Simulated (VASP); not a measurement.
**ZrB2: relaxation of cell and atoms with BLYP**

ZrB2:

```
Zr B
1.0
     3.17000    0.00000    0.00000
    -1.58500    2.74530    0.00000
     0.00000    0.00000    3.53300
Zr B
1 2
Direct
  0.00000 0.00000 0.00000
  0.66667 0.33333 0.50000
  0.33333 0.66667 0.50000
```

```
Program                : VASP 6.6.1
Task                   : relaxation of cell and atoms
Functional             : BLYP
Potentials or basis    : VASP PAW PBE potentials, release 64 (Zr_sv, B)
Cutoff                 : 600 eV
k mesh                 : 10 × 10 × 8
Occupations            : fermi-dirac, width 0.05 eV
Spin                   : no spin polarisation
Dipole correction      : no
Further INCAR settings : ALGO = Normal; EDIFF = 1e-06; IBRION = 2; EDIFFG = -0.01; NSW = 60; ISIF = 3
```

The relaxed volume is 10.60 Å³/atom and the relaxed cell is a = 3.186 Å, b = 3.186 Å, c = 3.618 Å, α = 90.00°, β = 90.00°, γ = 120.00°. The space group after relaxing (to 0.1 Å) is P6/mmm (No. 191). The energy gained by relaxing is 10.4 meV/atom. The ionic steps are 4 and the pressure after relaxing is -0.1 GPa. The band gap on the k mesh is zero (bands 9 and 10 overlap by 0.96 eV).

Stress tensor (GPa, compression positive):
```
-0.14  0.00  0.00
 0.00 -0.14  0.00
 0.00  0.00  0.09
```

Step by step:
| step | energy change (eV) | largest force (eV/Å) | pressure (GPa) | volume (Å³) |
| --- | --- | --- | --- | --- |
| 1 | 0.0000 | 0.0000 | 7.72 | 30.75 |
| 2 | -0.0017 | 0.0000 | -7.61 | 33.00 |
| 3 | -0.0287 | 0.0000 | -0.57 | 31.86 |
| 4 | -0.0312 | 0.0000 | -0.06 | 31.81 |

Final structure:
```xyz
3
Lattice="3.1864 0.0000 0.0000 -1.5932 2.7595 0.0000 0.0000 0.0000 3.6177" Properties=species:S:1:pos:R:3 pbc="T T T"
Zr    0.0000    0.0000    0.0000
B     1.5932    0.9198    1.8088
B     0.0000    1.8396    1.8088
```

Levels at points of the mesh, in eV from the Fermi level:
| k point | band 5 | band 6 | band 7 | band 8 | band 9 | band 10 | band 11 | band 12 | band 13 |
| --- | --- | --- | --- | --- | --- | --- | --- | --- | --- |
| (0.00, 0.00, 0.00) | -12.40 | -2.41 | -2.41 | -2.40 | -2.38 | 3.24 | 3.24 | 3.77 | 3.77 |
| (0.50, 0.00, 0.00) | -8.62 | -8.38 | -3.79 | -2.93 | -2.42 | 2.18 | 2.21 | 4.69 | 4.71 |
| (0.00, 0.00, 0.50) | -10.63 | -6.65 | -0.89 | -0.89 | 0.58 | 0.58 | 0.77 | 0.77 | 1.47 |
| (0.50, 0.00, 0.50) | -9.64 | -6.88 | -4.33 | -3.87 | -1.89 | 3.35 | 4.22 | 5.01 | 5.61 |

Wall time 65 s on 1 thread of Intel(R) Xeon(R) Platinum 8559C (Emerald Rapids) (shared host), peak memory 0.18 GiB.

Caveat: the PAW data sets were made with another functional, which shifts forces and pressure a little. Zero-point motion and thermal expansion aren't in these numbers.
